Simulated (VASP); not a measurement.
A run of VASP 6.6.1 is set up as follows.

POSCAR

```
Si3N4
1.0
    0.0000000000      3.8260900484      3.8260900484
    3.8260900484      0.0000000000      3.8260900484
    3.8260900484      3.8260900484      0.0000000000
Si N
6 8
Direct
    0.1250000000      0.1250000000      0.6250000000
    0.1250000000      0.6250000000      0.1250000000
    0.6250000000      0.1250000000      0.1250000000
    0.1250000000      0.1250000000      0.1250000000
    0.7500000000      0.7500000000      0.7500000000
    0.5000000000      0.5000000000      0.5000000000
    0.3677359935      0.3677359935      0.3677359935
    0.3532079806      0.8822640065      0.8822640065
    0.8822640065      0.8822640065      0.3532079806
    0.8822640065      0.3532079806      0.8822640065
    0.3677359935      0.3677359935      0.8967920194
    0.3677359935      0.8967920194      0.3677359935
    0.8822640065      0.8822640065      0.8822640065
    0.8967920194      0.3677359935      0.3677359935
```

File INCAR.step1:

```
SYSTEM = Si3N4
PREC     = Accurate       ! precision mode
ENCUT    = 520            ! plane-wave cutoff, eV
ISMEAR   = 0              ! smearing method
SIGMA    = 0.02           ! smearing width, eV
LREAL    = .False.        ! projectors in reciprocal space
LASPH    = .True.         ! aspherical terms in the spheres
NELM     = 80             ! most SCF steps
NBANDS   = 45             ! bands
GGA      = PE             ! functional
ALGO     = Normal         ! electronic algorithm
EDIFF    = 1E-4           ! SCF threshold, eV
LWAVE    = .True.         ! write WAVECAR
LCHARG   = .False.        ! write CHGCAR
```

The input INCAR.step2:

```
SYSTEM = Si3N4
PREC     = Accurate       ! precision mode
ENCUT    = 520            ! plane-wave cutoff, eV
EDIFF    = 1E-6           ! SCF threshold, eV
ISMEAR   = 0              ! smearing method
SIGMA    = 0.02           ! smearing width, eV
LREAL    = .False.        ! projectors in reciprocal space
LASPH    = .True.         ! aspherical terms in the spheres
NELM     = 80             ! most SCF steps
ALGO     = Normal         ! electronic algorithm
ISIF     = 2              ! what is computed and relaxed
LWAVE    = .False.        ! write WAVECAR
LCHARG   = .False.        ! write CHGCAR
METAGGA  = R2SCAN         ! meta-GGA
LMIXTAU  = .True.       
NBANDS   = 45             ! bands
ISTART   = 1
```

Contents of KPOINTS:

```
Automatic mesh
0
Gamma
  6 6 6
  0 0 0
```

Potentials or basis: VASP PAW PBE potentials, release 64 (Si, N).

Launch:

```bash
$ cat potpaw_PBE.64/Si/POTCAR potpaw_PBE.64/N/POTCAR > POTCAR
$ cp INCAR.step1 INCAR
$ mpirun -np 1 vasp_std > vasp.out
$ cp INCAR.step2 INCAR
$ mpirun -np 1 vasp_std > vasp.out
```

Q: Predict the pressure.

A: 10.6 GPa.

Q: Predict the largest force.

A: 0.022 eV/Å.

Q: Predict the band gap on the k mesh.

A: 4.16 eV, indirect (least direct gap 4.18 eV).

Forces on the atoms (eV/Å):
```
Si   0.000  0.000  0.000
Si   0.000  0.000  0.000
Si   0.000  0.000  0.000
Si   0.000  0.000  0.000
Si   0.000  0.000  0.000
Si   0.000  0.000  0.000
N    0.013  0.013  0.013
N   -0.013  0.013  0.013
N    0.013  0.013 -0.013
N    0.013 -0.013  0.013
N   -0.013 -0.013  0.013
N   -0.013  0.013 -0.013
N   -0.013 -0.013 -0.013
N    0.013 -0.013 -0.013
```

Caveat: the PAW data sets were made with another functional, which shifts forces and pressure a little. A k mesh can miss the band edges.
